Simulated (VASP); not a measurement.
Wanted: the native input for a VASP 6.6.1 run.

* Task: single point
* Functional: r2SCAN
* Potentials or basis: VASP PAW PBE potentials, release 64 (Ge_d)
* Cutoff: 520 eV
* k mesh: 11 × 11 × 11
* Occupations: fermi-dirac, width 0.1 eV
* Spin: no spin polarisation
* Dipole correction: no
* Further INCAR settings: ALGO = Normal; EDIFF = 1e-06; NBANDS = 21

Crystal: Ge.

```
Ge
1.0
    -2.54485    2.70285    1.46513
     2.54485   -2.70285    1.46513
     2.54485    2.70285   -1.46513
Ge
2
Direct
  0.18594 0.93594 0.25000
  0.81406 0.06406 0.75000
```

One way to write it, as run:

POSCAR

```
Ge
1.0
   -2.5448496043      2.7028539053      1.4651295863
    2.5448496043     -2.7028539053      1.4651295863
    2.5448496043      2.7028539053     -1.4651295863
Ge
2
Direct
    0.1859430000      0.9359430000      0.2500000000
    0.8140570000      0.0640570000      0.7500000000
```

INCAR.step1

```
SYSTEM = Ge
PREC = Accurate
ENCUT = 520
ISMEAR = -1
SIGMA = 0.1
LREAL = .FALSE.
LASPH = .TRUE.
NELM = 80
NBANDS = 21
GGA = PE
ALGO = Normal
EDIFF = 1E-4
LWAVE = .TRUE.
LCHARG = .FALSE.
```

INCAR.step2

```
SYSTEM = Ge
PREC = Accurate
ENCUT = 520
EDIFF = 1E-6
ISMEAR = -1
SIGMA = 0.1
LREAL = .FALSE.
LASPH = .TRUE.
NELM = 80
ALGO = Normal
ISIF = 2
LWAVE = .FALSE.
LCHARG = .TRUE.
METAGGA = R2SCAN
LMIXTAU = .TRUE.
LELF = .TRUE.
LVHAR = .TRUE.
NBANDS = 21
ISTART = 1
```

KPOINTS

```
regular mesh
0
G
  11 11 11
  0 0 0
```

Potentials or basis: VASP PAW PBE potentials, release 64 (Ge_d).

Command:

```console
$ cat potpaw_PBE.64/Ge_d/POTCAR > POTCAR
$ cp INCAR.step1 INCAR
$ mpirun -np 1 vasp_std > vasp.out
$ cp INCAR.step2 INCAR
$ mpirun -np 1 vasp_std > vasp.out
```

It gave:

```json
{
 "Pressure": "-5.0 GPa",
 "Largest force": "0.094 eV/Å",
 "Band gap on the k mesh": "zero (bands 14 and 15 overlap by 5.02 eV)"
}
```

Caveat: the cell stands under tension; the PAW data sets were made with another functional, which shifts forces and pressure a little.

Run time: 4.8 min on 1 thread of AMD EPYC 9R45 96-Core Processor (Zen 5) (shared host), peak memory 0.24 GiB.
